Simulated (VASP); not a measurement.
Wanted: the native input for a VASP 6.6.1 run.

```
Task                   : single point
Functional             : r2SCAN
Potentials or basis    : VASP PAW PBE potentials, release 64 (Al, Ru_pv)
Cutoff                 : 520 eV
k mesh                 : 16 × 16 × 16
Occupations            : gaussian, width 0.15 eV
Spin                   : no spin polarisation
Dipole correction      : no
Further INCAR settings : ALGO = Normal; EDIFF = 1e-07; NBANDS = 16
```

AlRu:

```
CELL_PARAMETERS angstrom
2.84202 0.00000 0.00000
0.00000 2.84202 0.00000
0.00000 0.00000 2.91681
ATOMIC_POSITIONS crystal
Al 0.00000 0.00000 0.00000
Ru 0.50000 0.50000 0.50000
```

This cell differs from its parent crystal: strain -0.050 along x and y, -0.025 along z.

One way to write it, as run:

POSCAR

```
AlRu
1.0
    2.8420200000      0.0000000000      0.0000000000
    0.0000000000      2.8420200000      0.0000000000
    0.0000000000      0.0000000000      2.9168100000
Al Ru
1 1
Direct
    0.0000000000      0.0000000000      0.0000000000
    0.5000000000      0.5000000000      0.5000000000
```

INCAR.step1

```
SYSTEM = AlRu
PREC = Accurate
ENCUT = 520
ISMEAR = 0
SIGMA = 0.15
LREAL = .FALSE.
LASPH = .TRUE.
NELM = 60
NBANDS = 16
GGA = PE
ALGO = Normal
EDIFF = 1E-4
LWAVE = .TRUE.
LCHARG = .FALSE.
```

INCAR.step2

```
SYSTEM = AlRu
PREC = Accurate
ENCUT = 520
EDIFF = 1E-7
ISMEAR = 0
SIGMA = 0.15
LREAL = .FALSE.
LASPH = .TRUE.
NELM = 60
ALGO = Normal
ISIF = 2
LWAVE = .FALSE.
LCHARG = .FALSE.
METAGGA = R2SCAN
LMIXTAU = .TRUE.
NBANDS = 16
ISTART = 1
```

KPOINTS

```
regular mesh
0
G
  16 16 16
  0 0 0
```

Potentials or basis: VASP PAW PBE potentials, release 64 (Al, Ru_pv).

Run with:

```console
$ cat potpaw_PBE.64/Al/POTCAR potpaw_PBE.64/Ru_pv/POTCAR > POTCAR
$ cp INCAR.step1 INCAR
$ mpirun -np 1 vasp_std > vasp.out
$ cp INCAR.step2 INCAR
$ mpirun -np 1 vasp_std > vasp.out
```

It gave:

* Pressure: 34.5 GPa
* Band gap on the k mesh: zero (an odd number of electrons rules out a gap without spin polarisation)

Caveat: the cell differs from its parent crystal (strain -0.050 along x and y, -0.025 along z); the stress differs along the axes, from 30 to 37 GPa; the PAW data sets were made with another functional, which shifts forces and pressure a little.

Wall time 2.3 min on 1 thread of Intel(R) Xeon(R) 6975P-C (Granite Rapids), on a shared host, peak memory 0.26 GiB.
